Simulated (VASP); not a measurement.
Write the native input for VASP 6.6.1 that does the following.

```yaml
Task: single point
Functional: PBE
Dispersion: D4
Potentials_or_basis: VASP PAW PBE potentials, release 64 (In_d)
Cutoff: 500 eV
k_mesh: 10 × 10 × 10
Occupations: fermi-dirac, width 0.01 eV
Spin: non-collinear spin, zero start, spin-orbit coupling
Starting_moments: "[[0.0, 0.0, 0.0]] μB"
Dipole_correction: no
Further_INCAR_settings: ALGO = Normal; EDIFF = 1e-06; NBANDS = 24
```

The structure of In lies in POSCAR:

```
In
1.0
   -1.8825252400      1.8825252400      1.8825252400
    1.8825252400     -1.8825252400      1.8825252400
    1.8825252400      1.8825252400     -1.8825252400
In
1
Direct
    0.0000000000      0.0000000000      0.0000000000
```

This isn't the form of In at room conditions, which is tetragonal.

One way to write it, as run:

INCAR

```
SYSTEM = In
PREC     = Accurate       ! precision mode
ENCUT    = 500            ! plane-wave cutoff, eV
EDIFF    = 1E-6           ! SCF threshold, eV
ISMEAR   = -1             ! smearing method
SIGMA    = 0.01           ! smearing width, eV
LREAL    = .FALSE.        ! projectors in reciprocal space
LASPH    = .TRUE.         ! aspherical terms in the spheres
NELM     = 200            ! most SCF steps
ALGO     = Normal         ! electronic algorithm
ISIF     = 2              ! what is computed and relaxed
LWAVE    = .FALSE.        ! write WAVECAR
LCHARG   = .TRUE.         ! write CHGCAR
MAGMOM   = 0 0 0          ! initial moments
LORBIT   = 11             ! projections on sites
LSORBIT  = .TRUE.         ! spin-orbit coupling
GGA_COMPAT= .FALSE.      
LORBMOM  = .TRUE.       
GGA      = PE             ! functional
IVDW     = 13             ! dispersion correction
LVHAR    = .TRUE.       
NBANDS   = 24             ! bands
```

KPOINTS

```
Automatic mesh
0
G
  10 10 10
  0 0 0
```

Potentials or basis: VASP PAW PBE potentials, release 64 (In_d).

Run with:

```console
$ cat potpaw_PBE.64/In_d/POTCAR > POTCAR
$ mpirun -np 1 vasp_ncl > vasp.out
```

It gave:

* Pressure: -0.4 GPa
* Net moment: 0.00 μB per cell
* Valence electrons inside the program's atomic spheres: In 11.34
* Dispersion energy per atom: -0.350 eV

Run time: 54 s on 1 thread of Intel(R) Xeon(R) Platinum 8259CL CPU @ 2.50GHz (Skylake/Cascade Lake) (shared host), peak memory 0.21 GiB.
